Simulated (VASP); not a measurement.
# CdSb2O2 (R-3m) in VASP: further runs, part 2 of 2

VASP 6.6.1. The steps go on from the part before.

### 4 Relaxation of cell and atoms, PBE

Contents of INCAR:

```
SYSTEM = CdSb2O2
PREC     = Accurate       ! precision mode
ENCUT    = 600            ! plane-wave cutoff, eV
EDIFF    = 1E-7           ! SCF threshold, eV
ISMEAR   = 0              ! smearing method
SIGMA    = 0.1            ! smearing width, eV
LREAL    = .FALSE.        ! projectors in reciprocal space
LASPH    = .TRUE.         ! aspherical terms in the spheres
NELM     = 80             ! most SCF steps
ALGO     = Normal         ! electronic algorithm
ISIF     = 3              ! what is computed and relaxed
LWAVE    = .FALSE.        ! write WAVECAR
LCHARG   = .FALSE.        ! write CHGCAR
GGA      = PE             ! functional
IBRION   = 2              ! ionic algorithm
NSW      = 90             ! ionic steps
EDIFFG   = -0.04          ! ionic threshold
```

Contents of KPOINTS:

```
Automatic mesh
0
G
  6 6 6
  0 0 0
```

Contents of POSCAR:

```
CdSb2O2
1.0
    2.5758224500      1.4871517800      5.2079214400
   -2.5758224500      1.4871517800      5.2079214400
    0.0000000000     -2.9743035700      5.2079214400
Cd Sb O
1 2 2
Direct
    0.0000000000      0.0000000000      0.0000000000
    0.3281047600      0.3281047600      0.3281047600
    0.6718952400      0.6718952400      0.6718952400
    0.4376037100      0.4376037100      0.4376037100
    0.5623962900      0.5623962900      0.5623962900
```

Potentials or basis: VASP PAW PBE potentials, release 64 (Cd, Sb, O).

Launch:

```console
$ cat potpaw_PBE.64/Cd/POTCAR potpaw_PBE.64/Sb/POTCAR potpaw_PBE.64/O/POTCAR > POTCAR
$ mpirun -np 1 vasp_std > vasp.out
```

OUTCAR:

```text
SYSTEM = CdSb2O2
   PREC = Accurate
   ENCUT = 600
   EDIFF = 1E-7
   ISMEAR = 0
   LREAL = .FALSE.
   LASPH = .TRUE.
   NELM = 80
   ISIF = 3
   GGA = PE
   IBRION = 2
   NSW = 90
   EDIFFG = -0.04

 ion  position               nearest neighbor table
   1  0.000  0.000  0.000-   3 2.98   2 2.98   3 2.98   3 2.98   2 2.98   2 2.98
   2  0.328  0.328  0.328-   4 1.71   1 2.98   1 2.98   1 2.98   3 2.98   3 2.98   3 2.98
   3  0.672  0.672  0.672-   5 1.71   1 2.98   1 2.98   1 2.98   2 2.98   2 2.98   2 2.98
   4  0.438  0.438  0.438-   2 1.71   5 1.95
   5  0.562  0.562  0.562-   3 1.71   4 1.95

  LATTYP: Found a trigonal (rhomboedric) cell.
 ALAT       =     5.9974100607
 COS(alpha) =     0.6310781691

  Lattice vectors:

 A1 = (   2.5758224500,   1.4871517800,   5.2079214400)
 A2 = (  -2.5758224500,   1.4871517800,   5.2079214400)
 A3 = (   0.0000000000,  -2.9743035700,   5.2079214400)

Analysis of symmetry for initial positions (statically):
=====================================================================
 Subroutine PRICEL returns:
 Original cell was already a primitive cell.

 Routine SETGRP: Setting up the symmetry group for a
 trigonal (rhombohedral) supercell.

 Subroutine GETGRP returns: Found 12 space group operations
 (whereof 12 operations were pure point group operations)
 out of a pool of 12 trial point group operations.

The static configuration has the point symmetry D_3d.

Analysis of symmetry for dynamics (positions and initial velocities):
=====================================================================
 Subroutine PRICEL returns:
 Original cell was already a primitive cell.

 Routine SETGRP: Setting up the symmetry group for a
 trigonal (rhombohedral) supercell.

 Subroutine GETGRP returns: Found 12 space group operations
 (whereof 12 operations were pure point group operations)
 out of a pool of 12 trial point group operations.

The dynamic configuration has the point symmetry D_3d.

 Subroutine INISYM returns: Found 12 space group operations
 (whereof 12 operations are pure point group operations),
 and found     1 'primitive' translations

----------------------------------------------------------------------------------------

                                     Primitive cell

  volume of cell :     119.6980

  direct lattice vectors                    reciprocal lattice vectors
     2.575822450  1.487151780  5.207921440     0.194112758  0.112071053  0.064005062
    -2.575822450  1.487151780  5.207921440    -0.194112758  0.112071053  0.064005062
     0.000000000 -2.974303570  5.207921440     0.000000000 -0.224142106  0.064005062

  length of vectors
     5.997410061  5.997410061  5.997410062     0.233101548  0.233101548  0.233101548

  position of ions in fractional coordinates (direct lattice)
     0.000000000  0.000000000  0.000000000
     0.328104760  0.328104760  0.328104760
     0.671895240  0.671895240  0.671895240
     0.437603710  0.437603710  0.437603710
     0.562396290  0.562396290  0.562396290

  ion indices of the primitive-cell ions
   primitive index   ion index
                 1           1
                 2           2
                 3           3
                 4           4
                 5           5
[... 57 lines left out ...]
   dimension x,y,z NGX =    48 NGY =   48 NGZ =   48
   dimension x,y,z NGXF=    96 NGYF=   96 NGZF=   96
   ions per type =               1   2   2
   NGX,Y,Z   is equivalent  to a cutoff of  13.31, 13.31, 13.31 a.u.
   NGXF,Y,Z  is equivalent  to a cutoff of  26.61, 26.61, 26.61 a.u.
 SYSTEM =  CdSb2O2
   PREC   = accura    normal or accurate (medium, high low for compatibility)
   ISTART =      0    job   : 0-new  1-cont  2-samecut
   ICHARG =      2    charge: 1-file 2-atom 10-const
   ISPIN  =      1    spin polarized calculation?
   LNONCOLLINEAR =      F non collinear calculations
   LSORBIT =      F    spin-orbit coupling
   LASPH  =      T    aspherical Exc in radial PAW
   ENCUT  =  600.0 eV  44.10 Ry    6.64 a.u.  11.98 11.98 11.98*2*pi/ulx,y,z
   NELM   =     80;   NELMIN=  2; NELMDL= -5     # of ELM steps
   EDIFF  = 0.1E-06   stopping-criterion for ELM
   LREAL  =      F    real-space projection
   EDIFFG = -.4E-01   stopping-criterion for IOM
   NSW    =     90    number of steps for IOM
   IBRION =      2    ionic relax: 0-MD 1-quasi-New 2-CG
   NFREE  =      1    steps in history (QN), initial steepest desc. (CG)
   ISIF   =      3    stress and relaxation
   ISYM   =      2    0-nonsym 1-usesym 2-fastsym
   POTIM  = 0.5000    time-step for ionic-motion
   TEBEG  =    0.0;   TEEND  =   0.0 temperature during run
   PSTRESS=    0.0 pullay stress
   NELECT =      34.0000    total number of electrons
   NUPDOWN=      -1.0000    fix difference up-down
   EMIN   =  10.00;   EMAX   =-10.00  energy-range for DOS
   EFERMI =   0.00;   METHOD = LEGACY
   ISMEAR =     0;   SIGMA  =   0.10  broadening in eV -4-tet -1-fermi 0-gaus
   EFERMI_NEDOS =   21; number of points for ismear=-14 and -15
   IALGO  =     38    algorithm
   IMIX   =      4    mixing-type and parameters
     AMIX     =   0.40;   BMIX     =  1.00
     AMIX_MAG =   1.60;   BMIX_MAG =  1.00
  volume/ion in A,a.u.               =      23.94       161.55
  Fermi-wavevector in a.u.,A,eV,Ry     =   1.076148  2.033626 15.756845  1.158095
  Thomas-Fermi vector in A             =   2.212025
   LORBIT       =      0    0 simple, 1 ext, 2 COOP (PROOUT), +10 PAW based schemes
   GGA     = PE    functional components
   LHFCALC =     F    Hartree Fock is set to
   AEXX    =    0.0000 exact exchange contribution
   IVDW    =     0    specifies the selected vdW correction
   LEPSILON=     F    determine dielectric tensor
   LRPA    =     F    only Hartree local field effects (RPA)
 conjugate gradient relaxation of ions
 non-spin polarized calculation
 Gauss-broadening in eV      SIGMA  =   0.10
  energy-cutoff  :      600.00
  volume of cell :      119.70
 maximum number of plane-waves:      4035
   NGX = 23   NGY = 23   NGZ = 23

--------------------------------------- Ionic step        1  -------------------------------------------

 number of electron      34.0000001 magnetization

 Free energy of the ion-electron system (eV)
  ---------------------------------------------------
  ext. energy  EPLUGINS =         0.00000000
  ---------------------------------------------------
  free energy    TOTEN  =       -15.93087725 eV

  energy without entropy =      -15.92053795  energy(sigma->0) =      -15.92570760

------------------------ aborting loop because EDIFF is reached ----------------------------------------

  FORCE on cell =-STRESS in cart. coord.  units (eV):
  Direction    XX          YY          ZZ          XY          YZ          ZX
  --------------------------------------------------------------------------------------
  -------------------------------------------------------------------------------------
  Total        8.2807501      8.2807501     38.5543649      0.0000000     -0.0000000      0.0000000
  in kB      110.8391962    110.8391960    516.0564862      0.0000000     -0.0000003      0.0000000
  external PRESSURE =     245.9116261 kB  Pullay stress =       0.0000000 kB
[... 98 lines left out ...]
  FREE ENERGIE OF THE ION-ELECTRON SYSTEM (eV)
  ---------------------------------------------------
  free  energy   TOTEN  =       -14.4156612818 eV

  energy  without entropy=      -14.3848795448  energy(sigma->0) =      -14.40027041

 E-fermi :   0.1319     XC(G=0):  -6.8172

 val. band max:        0.0993019677   @ k =   0.5000   0.5000   0.3333
 cond. band min:       0.1501767623   @ k =   0.3333   0.1667   0.1667
 fundamental gap:      0.0508747947
 Fermi energy:         0.1319287583

 k-point     1 :       0.0000    0.0000    0.0000
  band No.  band energies     occupation
      1     -17.0552      2.00000
      2     -16.8456      2.00000
      3      -9.6158      2.00000
      4      -8.4001      2.00000
      5      -8.4001      2.00000
      6      -8.2196      2.00000
[... 565 lines left out ...]
     20       2.6163      0.00000
     21       3.9992      0.00000

 [... further k-points ...]

[... ionic steps 4 to 36 ...]

--------------------------------------- Ionic step       37  -------------------------------------------

 number of electron      33.9999996 magnetization

------------------------ aborting loop because EDIFF is reached ----------------------------------------
[... 73 lines left out ...]
--------------------------------------- Ionic step       39  -------------------------------------------

 number of electron      34.0000006 magnetization

 Free energy of the ion-electron system (eV)
  ---------------------------------------------------
  ext. energy  EPLUGINS =         0.00000000
  ---------------------------------------------------
  free energy    TOTEN  =       -19.02936059 eV

  energy without entropy =      -19.01634032  energy(sigma->0) =      -19.02285045

 E-fermi :  -0.2798     XC(G=0):  -6.6248

 val. band max:       -0.3545699864   @ k =   0.3333   0.3333   0.3333
 cond. band min:      -0.2766353911   @ k =   0.1667   0.1667   0.1667
 fundamental gap:      0.0779345954
 Fermi energy:        -0.2798359645

 k-point     1 :       0.0000    0.0000    0.0000
  band No.  band energies     occupation
      1     -17.4154      2.00000
      2     -17.2080      2.00000
      3     -10.0399      2.00000
      4      -8.7611      2.00000
      5      -8.7611      2.00000
      6      -8.5889      2.00000
[... 599 lines left out ...]
  FREE ENERGIE OF THE ION-ELECTRON SYSTEM (eV)
  ---------------------------------------------------
  free  energy   TOTEN  =       -19.0293605858 eV

  energy  without entropy=      -19.0163403157  energy(sigma->0) =      -19.02285045

 reached required accuracy - stopping structural energy minimisation
```

Run time: 51 min. Hardware: 1 thread of Intel Xeon Platinum 8259CL at 2.50GHz (Skylake/Cascade Lake), shared host; peak memory 0.42 GiB.

What came out:

* Free energy: -19.0294 eV
* Relaxed volume: 37.36 Å³/atom
* Relaxed cell: a = 7.581 Å, b = 7.581 Å, c = 7.581 Å, α = 43.43°, β = 43.43°, γ = 43.43°
* Space group after relaxing (to 0.1 Å): R-3m (No. 166)
* Energy gained by relaxing: 619.7 meV/atom
* Ionic steps: 39
* Pressure after relaxing: 0.0 GPa
* Largest force after relaxing: 0.039 eV/Å
* Band gap on the k mesh: zero (bands 17 and 18 overlap by 0.79 eV)

Forces on the atoms (eV/Å):
```
Cd   0.000  0.000  0.000
Sb   0.000  0.000  0.039
Sb   0.000  0.000 -0.039
O    0.000  0.000  0.011
O    0.000  0.000 -0.011
```

Stress tensor (GPa, compression positive):
```
 0.12  0.00  0.00
 0.00  0.12  0.00
 0.00  0.00 -0.10
```

Step by step:
```
step  energy change (eV)  largest force (eV/Å)  pressure (GPa)  volume (Å³)
   1              0.0000                8.4796           24.59       119.70
   2              2.1350                3.5006           -8.53       191.52
   3              1.5152                2.7432           -7.80       178.13
   4              1.0125                1.8214           -7.15       168.11
   5             -0.7145                1.7197           -3.52       142.91
   6             -1.5338                2.7030            1.76       131.06
   7             -1.6073                2.0119            6.75       125.32
   8             -1.6273                2.4218            4.57       127.48
   9             -1.6289                2.3628            4.93       127.08
  10             -2.2740                2.0615            0.92       141.73
  11             -2.6017                1.5445           -1.38       161.06
  12             -2.6321                1.4010           -1.72       167.41
  13             -1.8695                6.5193            8.03       165.36
  14             -2.7060                0.1781            0.16       166.84
  15             -2.7703                0.1321            0.39       167.23
  16             -2.8590                0.6135            1.56       167.91
  17             -2.8726                0.8714           -0.12       171.81
  18             -2.8802                0.4834            0.48       170.33
  19             -2.8959                0.5102            0.33       172.59
  20             -2.9343                0.5382           -0.09       179.51
  21             -2.9594                0.3839           -0.75       193.85
  22             -2.9610                0.4305           -0.59       190.15
  23             -2.9486                1.2675            0.89       189.52
  24             -2.9677                0.4587           -0.05       189.91
  25             -2.9849                0.4449            0.03       189.36
  26             -3.0206                0.4129            0.31       187.68
  27             -3.0175                0.3809            0.94       184.10
  28             -3.0322                0.4112            0.62       186.01
  29             -3.0266                0.9567           -1.00       190.06
  30             -3.0418                0.4017           -0.13       187.78
  31             -3.0583                0.3179           -0.22       189.24
  32             -3.0816                0.0994           -0.44       193.65
  33             -3.0818                0.1137           -0.46       193.99
  34             -3.0862                0.2294           -0.23       192.69
  35             -3.0894                0.4342            0.17       190.46
  36             -3.0910                0.3946            0.15       190.13
  37             -3.0948                0.2777            0.12       189.13
  38             -3.0984                0.0508            0.06       187.16
  39             -3.0985                0.0395            0.05       186.81
```

Final structure:
```xyz
5
Lattice="2.8049 1.6194 6.8544 -2.8049 1.6194 6.8544 0.0000 -3.2388 6.8544" Properties=species:S:1:pos:R:3 pbc="T T T"
Cd    0.0000    0.0000    0.0000
Sb    0.0000    0.0000    7.0656
Sb    0.0000    0.0000   13.4977
O     0.0000    0.0000    8.9233
O     0.0000    0.0000   11.6400
```

Levels at points of the mesh, in eV from the Fermi level:
| k point | band 13 | band 14 | band 15 | band 16 | band 17 | band 18 | band 19 | band 20 | band 21 |
| --- | --- | --- | --- | --- | --- | --- | --- | --- | --- |
| (0.00, 0.00, 0.00) | -2.08 | -2.08 | -2.08 | -0.41 | 0.05 | 0.05 | 0.34 | 0.34 | 2.25 |
| (0.50, 0.00, 0.00) | -1.83 | -1.76 | -1.56 | -1.14 | -0.33 | 2.12 | 2.47 | 3.27 | 3.40 |
| (0.50, 0.50, 0.00) | -2.39 | -1.58 | -1.53 | -0.99 | -0.51 | 2.06 | 2.55 | 3.30 | 3.46 |
| (0.50, 0.50, 0.50) | -2.17 | -1.95 | -1.95 | -0.34 | -0.11 | -0.11 | 0.42 | 0.42 | 1.60 |

Caveat: the volume moved by over 15 % at a fixed basis, so the end points are rough; spin-orbit coupling is left out, which moves the levels of the heavy elements.

### 5 Overview

| task | potentials or basis | cell | gap on the mesh (eV) | pressure (GPa) | largest force (eV/Å) |
| --- | --- | --- | --- | --- | --- |
| single point | VASP PAW PBE potentials, release 64 (Cd_sv_GW, Sb_d_GW, O) | a = 5.997 Å, angles 50.9°, 5 atoms, atomic positions A | none | 23.2 | 7.75 |
| single point | VASP PAW PBE potentials, release 64 (Cd_sv_GW, Sb_d_GW, O) | a = 8.316 Å, angles 39.6°, 5 atoms, atomic positions B | none | 0.0 | 0.13 |
| relaxation of cell and atoms | VASP PAW PBE potentials, release 64 (Cd, Sb, O) | relaxed from a = 5.997 Å, angles 50.9°, 5 atoms, atomic positions A | none | 0.0 | 0.04 |

Alike in all rows: level PBE; no spin polarisation; k mesh 6 × 6 × 6; cutoff (eV) 600; smearing gaussian 0.1 eV.

Caveats: spin-orbit coupling is left out, which moves the levels of the heavy elements; the cell stands under pressure (at least some runs); forces of over 1 eV/Å act on the atoms, so gaps and moduli don't describe the material at rest (at least some runs); the volume moved by over 15 % at a fixed basis, so the end points are rough (at least some runs).

Absolute energies hang on the potentials; compare differences alone.
